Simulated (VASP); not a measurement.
# BN (P6_3mc) in VASP: a series of runs

BN is run at these levels: revPBE+D4, RPBE+D3(BJ); tasks: relaxation of cell and atoms.

Everything below comes from runs of VASP 6.6.1. Logs are shortened: lines on timing, memory, paths and dates and some standing lists are left out, and cuts for length are marked.

## Step 1: The cell of the first run

Symmetry: P6_3mc, No. 186, hexagonal system. The conventional cell has a = 2.554 Å, b = 2.554 Å, c = 4.227 Å, α = 90.00°, β = 90.00°, γ = 120.00°. Within 2.1 Å of N (site symmetry 3m) lie 4 B at 1.57 to 1.58 Å. B (site symmetry 3m) has 4 N at 1.57 to 1.58 Å within 2.1 Å.

## Step 2: Relaxation of cell and atoms, revPBE+D4

The input, INCAR:

```
SYSTEM = BN
PREC = Accurate
ENCUT = 600
EDIFF = 1E-6
ISMEAR = -1
SIGMA = 0.05
LREAL = .False.
LASPH = .True.
NELM = 100
ALGO = Normal
ISIF = 3
LWAVE = .False.
LCHARG = .False.
GGA = RE
IVDW = 13
IBRION = 2
NSW = 60
EDIFFG = -0.01
```

The input, KPOINTS:

```
regular mesh
0
Gamma
  12 12 6
  0 0 0
```

The input, POSCAR:

```
BN
1.0
    2.5539396017      0.0000000000      0.0000000000
   -1.2769698009      2.2117765748      0.0000000000
    0.0000000000      0.0000000000      4.2268550000
N B
2 2
Direct
    0.3333333333      0.6666666667      0.1252760000
    0.6666666667      0.3333333333      0.6252760000
    0.3333333333      0.6666666667      0.4997240000
    0.6666666667      0.3333333333      0.9997240000
```

Potentials or basis: VASP PAW PBE potentials, release 64 (N, B).

Command:

```
cat potpaw_PBE.64/N/POTCAR potpaw_PBE.64/B/POTCAR > POTCAR
mpirun -np 1 vasp_std > vasp.out
```

OUTCAR:

```text
SYSTEM = BN
   PREC = Accurate
   ENCUT = 600
   EDIFF = 1E-6
   ISMEAR = -1
   LREAL = .False.
   LASPH = .True.
   NELM = 100
   ISIF = 3
   GGA = RE
   IVDW = 13
   IBRION = 2
   NSW = 60
   EDIFFG = -0.01

 ion  position               nearest neighbor table
   1  0.333  0.667  0.125-   4 1.57   4 1.57   4 1.57   3 1.58
   2  0.667  0.333  0.625-   3 1.57   3 1.57   3 1.57   4 1.58
   3  0.333  0.667  0.500-   2 1.57   2 1.57   2 1.57   1 1.58
   4  0.667  0.333  1.000-   1 1.57   1 1.57   1 1.57   2 1.58

  LATTYP: Found a hexagonal cell.
 ALAT       =     2.5539396017
 C/A-ratio  =     1.6550332659

  Lattice vectors:

 A1 = (   2.5539396017,   0.0000000000,   0.0000000000)
 A2 = (  -1.2769698009,   2.2117765748,   0.0000000000)
 A3 = (   0.0000000000,   0.0000000000,   4.2268550000)

Analysis of symmetry for initial positions (statically):
=====================================================================
 Subroutine PRICEL returns:
 Original cell was already a primitive cell.

 Routine SETGRP: Setting up the symmetry group for a
 hexagonal supercell.

 Subroutine GETGRP returns: Found 12 space group operations
 (whereof  6 operations were pure point group operations)
 out of a pool of 24 trial point group operations.

The static configuration has the point symmetry C_3v.
 The point group associated with its full space group is C_6v.

Analysis of symmetry for dynamics (positions and initial velocities):
=====================================================================
 Subroutine PRICEL returns:
 Original cell was already a primitive cell.

 Routine SETGRP: Setting up the symmetry group for a
 hexagonal supercell.

 Subroutine GETGRP returns: Found 12 space group operations
 (whereof  6 operations were pure point group operations)
 out of a pool of 24 trial point group operations.

The dynamic configuration has the point symmetry C_3v.
 The point group associated with its full space group is C_6v.

 Subroutine INISYM returns: Found 12 space group operations
 (whereof  6 operations are pure point group operations),
 and found     1 'primitive' translations

----------------------------------------------------------------------------------------

                                     Primitive cell

  volume of cell :      23.8764

  direct lattice vectors                    reciprocal lattice vectors
     2.553939602  0.000000000  0.000000000     0.391551938  0.226062617  0.000000000
    -1.276969801  2.211776575  0.000000000     0.000000000  0.452125233  0.000000000
     0.000000000  0.000000000  4.226855000     0.000000000  0.000000000  0.236582518

  length of vectors
     2.553939602  2.553939602  4.226855000     0.452125233  0.452125233  0.236582518

  position of ions in fractional coordinates (direct lattice)
     0.333333333  0.666666667  0.125276000
     0.666666667  0.333333333  0.625276000
     0.333333333  0.666666667  0.499724000
     0.666666667  0.333333333  0.999724000

  ion indices of the primitive-cell ions
   primitive index   ion index
                 1           1
                 2           2
                 3           3
                 4           4

----------------------------------------------------------------------------------------

 KPOINTS: regular mesh

Automatic generation of k-mesh.
 Grid dimensions read from file:
 generate k-points for:   12   12    6

 Generating k-lattice:

  Cartesian coordinates                     Fractional coordinates (reciprocal lattice)
     0.032629328  0.018838551  0.000000000     0.083333333  0.000000000  0.000000000
     0.000000000  0.037677103  0.000000000     0.000000000  0.083333333  0.000000000
     0.000000000  0.000000000  0.039430420     0.000000000  0.000000000  0.166666667

  Length of vectors
     0.037677103  0.037677103  0.039430420

  Shift w.r.t. Gamma in fractional coordinates (k-lattice)
     0.000000000  0.000000000  0.000000000

 Subroutine IBZKPT returns following result:
 ===========================================

 Found     76 irreducible k-points:

 Following reciprocal coordinates:
            Coordinates               Weight
  0.000000  0.000000  0.000000      1.000000
  0.083333  0.000000  0.000000      6.000000
  0.166667  0.000000  0.000000      6.000000
  0.250000  0.000000  0.000000      6.000000
  0.333333  0.000000  0.000000      6.000000
  0.416667  0.000000  0.000000      6.000000
[... 16 lines left out ...]
  0.250000  0.000000  0.166667     12.000000
  0.333333  0.000000  0.166667     12.000000
 [... further k-points ...]
   k-points           NKPTS =     76   k-points in BZ     NKDIM =     76   number of bands    NBANDS=     12
   number of dos      NEDOS =    301   number of ions     NIONS =      4
   total plane-waves  NPLWV =  14400
   dimension x,y,z NGX =    20 NGY =   20 NGZ =   36
   dimension x,y,z NGXF=    40 NGYF=   40 NGZF=   72
   ions per type =               2   2
   NGX,Y,Z   is equivalent  to a cutoff of  13.02, 13.02, 14.16 a.u.
   NGXF,Y,Z  is equivalent  to a cutoff of  26.04, 26.04, 28.32 a.u.
 SYSTEM =  BN
   PREC   = accura    normal or accurate (medium, high low for compatibility)
   ISTART =      0    job   : 0-new  1-cont  2-samecut
   ICHARG =      2    charge: 1-file 2-atom 10-const
   ISPIN  =      1    spin polarized calculation?
   LNONCOLLINEAR =      F non collinear calculations
   LSORBIT =      F    spin-orbit coupling
   LASPH  =      T    aspherical Exc in radial PAW
   ENCUT  =  600.0 eV  44.10 Ry    6.64 a.u.   5.10  5.10  8.44*2*pi/ulx,y,z
   NELM   =    100;   NELMIN=  2; NELMDL= -5     # of ELM steps
   EDIFF  = 0.1E-05   stopping-criterion for ELM
   LREAL  =      F    real-space projection
   EDIFFG = -.1E-01   stopping-criterion for IOM
   NSW    =     60    number of steps for IOM
   IBRION =      2    ionic relax: 0-MD 1-quasi-New 2-CG
   NFREE  =      1    steps in history (QN), initial steepest desc. (CG)
   ISIF   =      3    stress and relaxation
   ISYM   =      2    0-nonsym 1-usesym 2-fastsym
   POTIM  = 0.5000    time-step for ionic-motion
   TEBEG  =    0.0;   TEEND  =   0.0 temperature during run
   PSTRESS=    0.0 pullay stress
   NELECT =      16.0000    total number of electrons
   NUPDOWN=      -1.0000    fix difference up-down
   EMIN   =  10.00;   EMAX   =-10.00  energy-range for DOS
   EFERMI =   0.00;   METHOD = LEGACY
   ISMEAR =    -1;   SIGMA  =   0.05  broadening in eV -4-tet -1-fermi 0-gaus
   EFERMI_NEDOS =   21; number of points for ismear=-14 and -15
   IALGO  =     38    algorithm
   IMIX   =      4    mixing-type and parameters
     AMIX     =   0.40;   BMIX     =  1.00
     AMIX_MAG =   1.60;   BMIX_MAG =  1.00
  volume/ion in A,a.u.               =       5.97        40.28
  Fermi-wavevector in a.u.,A,eV,Ry     =   1.432600  2.707222 27.923836  2.052344
  Thomas-Fermi vector in A             =   2.552210
   LORBIT       =      0    0 simple, 1 ext, 2 COOP (PROOUT), +10 PAW based schemes
   GGA     = RE    functional components
   LHFCALC =     F    Hartree Fock is set to
   AEXX    =    0.0000 exact exchange contribution
   IVDW    =    13    specifies the selected vdW correction
   LEPSILON=     F    determine dielectric tensor
   LRPA    =     F    only Hartree local field effects (RPA)
 conjugate gradient relaxation of ions
 non-spin polarized calculation
  energy-cutoff  :      600.00
  volume of cell :       23.88
 maximum number of plane-waves:       807
   NGX = 11   NGY = 11   NGZ = 17

--------------------------------------- Ionic step        1  -------------------------------------------

 number of electron      16.0000003 magnetization

 Free energy of the ion-electron system (eV)
  ---------------------------------------------------
  ext. energy  EPLUGINS =         0.00000000
  ---------------------------------------------------
  free energy    TOTEN  =       -33.48084177 eV

  energy without entropy =      -33.48084177  energy(sigma->0) =      -33.48084177

------------------------ aborting loop because EDIFF is reached ----------------------------------------

  DFT-D4 for vdW energy calculation

  Edisp (eV):   -2.18266

  FORCE on cell =-STRESS in cart. coord.  units (eV):
  Direction    XX          YY          ZZ          XY          YZ          ZX
  --------------------------------------------------------------------------------------
  -------------------------------------------------------------------------------------
  Total      -1.35261    -1.35261    -1.46400     0.00000    -0.00000     0.00000
  in kB     -90.76399   -90.76399   -98.23885     0.00000    -0.00000     0.00000
  external pressure =      -93.26 kB  Pullay stress =        0.00 kB
[... 191 lines left out ...]
  energy  without entropy=      -35.6808608791  energy(sigma->0) =      -35.68086088

--------------------------------------- Ionic step        6  -------------------------------------------

 number of electron      16.0000003 magnetization

 Free energy of the ion-electron system (eV)
  ---------------------------------------------------
  ext. energy  EPLUGINS =         0.00000000
  ---------------------------------------------------
  free energy    TOTEN  =       -33.44738646 eV

  energy without entropy =      -33.44738646  energy(sigma->0) =      -33.44738646

 E-fermi :   8.8107     XC(G=0): -12.8172

 val. band max:        7.8329594744   @ k =   0.0000   0.0000   0.0000
 cond. band min:      13.0350291845   @ k =   0.3333   0.3333   0.0000
 fundamental gap:      5.2020697101
 Fermi energy:         8.8107372970

 k-point     1 :       0.0000    0.0000    0.0000
  band No.  band energies     occupation
      1     -12.7997      2.00000
      2      -8.5879      2.00000
      3      -3.2403      2.00000
      4       5.6751      2.00000
      5       5.6751      2.00000
      6       7.5464      2.00000
      7       7.8330      2.00000
      8       7.8330      2.00000
      9      16.3034      0.00000
     10      16.3034      0.00000
     11      16.5708      0.00000
     12      17.5247      0.00000
[... 331 lines left out ...]
 k-point    24 :       0.3333    0.0000    0.1667
  band No.  band energies     occupation
      1     -10.3256      2.00000
      2      -7.5272      2.00000
      3      -1.1085      2.00000
      4       0.3580      2.00000
      5       1.7824      2.00000
      6       3.4705      2.00000
      7       5.2930      2.00000
      8       5.9014      2.00000
      9      14.7878      0.00000
     10      16.2591      0.00000
     11      18.8783      0.00000
     12      18.9923      0.00000

 [... further k-points ...]

------------------------ aborting loop because EDIFF is reached ----------------------------------------

  DFT-D4 for vdW energy calculation

  Edisp (eV):   -2.23350

  FORCE on cell =-STRESS in cart. coord.  units (eV):
  Direction    XX          YY          ZZ          XY          YZ          ZX
  --------------------------------------------------------------------------------------
  -------------------------------------------------------------------------------------
  Total      -0.00013    -0.00013     0.00725     0.00000     0.00000     0.00000
  in kB      -0.00900    -0.00900     0.49853     0.00000     0.00000     0.00000
  external pressure =        0.16 kB  Pullay stress =        0.00 kB
[... 19 lines left out ...]
  FREE ENERGIE OF THE ION-ELECTRON SYSTEM (eV)
  ---------------------------------------------------
  free  energy   TOTEN  =       -35.6808829022 eV

  energy  without entropy=      -35.6808829022  energy(sigma->0) =      -35.68088290

 reached required accuracy - stopping structural energy minimisation
```

Run time: 90 s. Hardware: 1 thread of Intel Xeon Platinum 8488C (Sapphire Rapids), shared host; peak memory 0.14 GiB.

What came out:

- Free energy: -35.6809 eV
- Relaxed volume: 5.82 Å³/atom
- Relaxed cell: a = 2.534 Å, b = 2.534 Å, c = 4.190 Å, α = 90.00°, β = 90.00°, γ = 120.00°
- Space group after relaxing (to 0.05 Å): P6_3mc (No. 186)
- Energy gained by relaxing: 4.3 meV/atom
- Ionic steps: 6
- Pressure after relaxing: 0.0 GPa
- Band gap on the k mesh: 5.20 eV, indirect (least direct gap 8.39 eV)
- Dispersion energy per atom: -0.558 eV

Step by step:
```tsv
step	energy change (eV)	largest force (eV/Å)	pressure (GPa)	volume (Å³)
1	0.0000	0.0074	-9.33	23.88
2	0.0026	0.0438	10.93	22.70
3	-0.0174	0.0174	-0.04	23.30
4	-0.0174	0.0179	0.16	23.28
5	-0.0174	0.0207	-0.14	23.30
6	-0.0174	0.0003	0.02	23.29
```

Final structure:
```xyz
4
Lattice="2.5335 0.0000 0.0000 -1.2668 2.1941 0.0000 0.0000 0.0000 4.1902" Properties=species:S:1:pos:R:3 pbc="T T T"
N     0.0000    1.4627    0.5251
N     1.2668    0.7314    2.6202
B     0.0000    1.4627    2.0937
B     1.2668    0.7314    4.1889
```

Caveat: the PAW data sets were made with another functional, which shifts forces and pressure a little.

## Step 3: Relaxation of cell and atoms, RPBE+D3(BJ)

The input, INCAR:

```
SYSTEM = BN
  PREC = Accurate
  ENCUT = 600
  EDIFF = 1E-6
  ISMEAR = -1
  SIGMA = 0.05
  LREAL = .FALSE.
  LASPH = .TRUE.
  NELM = 100
  ALGO = Normal
  ISIF = 3
  LWAVE = .FALSE.
  LCHARG = .FALSE.
  GGA = RP
  IVDW = 12
  IBRION = 2
  NSW = 60
  EDIFFG = -0.01
```

The input, KPOINTS:

```
Automatic mesh
0
G
  12 12 6
  0 0 0
```

POSCAR is that of step 2.

Potentials or basis: VASP PAW PBE potentials, release 64 (N, B).

Command:

```
cat potpaw_PBE.64/N/POTCAR potpaw_PBE.64/B/POTCAR > POTCAR
mpirun -np 1 vasp_std > vasp.out
```

Run time: 71 s. Hardware: 1 thread of Intel Xeon Platinum 8488C (Sapphire Rapids), shared host; peak memory 0.17 GiB.

The run converged. Its results:

```yaml
Free_energy: -35.8037 eV
Relaxed_volume: 5.75 Å³/atom
Relaxed_cell: a = 2.523 Å, b = 2.523 Å, c = 4.174 Å, α = 90.00°, β = 90.00°, γ = 120.00°
Space_group_after_relaxing_to_0.05_Å: P6_3mc (No. 186)
Energy_gained_by_relaxing: 9.7 meV/atom
Ionic_steps: 7
Pressure_after_relaxing: -0.1 GPa
Band_gap_on_the_k_mesh: 5.19 eV, indirect (least direct gap 8.46 eV)
Dispersion_energy_per_atom: -0.672 eV
```

Stress tensor (GPa, compression positive):
```
-0.11  0.00  0.00
 0.00 -0.11  0.00
 0.00  0.00 -0.19
```

Step by step:
| step | energy change (eV) | largest force (eV/Å) | pressure (GPa) | volume (Å³) |
| --- | --- | --- | --- | --- |
| 1 | 0.0000 | 0.0003 | -13.78 | 23.88 |
| 2 | 0.0035 | 0.0562 | 16.21 | 22.15 |
| 3 | -0.0387 | 0.0280 | -0.09 | 23.01 |
| 4 | -0.0387 | 0.0286 | 0.21 | 22.99 |
| 5 | -0.0387 | 0.0345 | 0.22 | 22.99 |
| 6 | -0.0387 | 0.0002 | 0.21 | 22.99 |
| 7 | -0.0387 | 0.0001 | -0.13 | 23.01 |

Final structure:
```cif
data_structure
_symmetry_space_group_name_H-M 'P 1'
_symmetry_Int_Tables_number 1
_cell_length_a 2.5231
_cell_length_b 2.5231
_cell_length_c 4.1739
_cell_angle_alpha 90.000
_cell_angle_beta 90.000
_cell_angle_gamma 120.000
_cell_volume 23.01
loop_
_atom_site_label
_atom_site_type_symbol
_atom_site_fract_x
_atom_site_fract_y
_atom_site_fract_z
_atom_site_occupancy
N1 N 0.33333 0.66667 0.12541 1
N2 N 0.66667 0.33333 0.62541 1
B1 B 0.33333 0.66667 0.49959 1
B2 B 0.66667 0.33333 0.99959 1
```

Levels at points of the mesh, in eV from the valence-band top:
| k point | band 6 | band 7 | band 8 | band 9 | band 10 | band 11 |
| --- | --- | --- | --- | --- | --- | --- |
| (0.00, 0.00, 0.00) | -0.30 | 0.00 | 0.00 | 8.53 | 8.53 | 8.81 |
| (0.50, 0.00, 0.00) | -5.12 | -4.56 | -2.17 | 6.84 | 8.09 | 10.77 |
| (0.00, 0.00, 0.50) | -1.21 | -1.21 | -1.21 | 9.77 | 9.77 | 10.12 |
| (0.50, 0.00, 0.50) | -3.87 | -3.68 | -3.68 | 6.72 | 6.72 | 10.24 |

Caveat: the PAW data sets were made with another functional, which shifts forces and pressure a little.
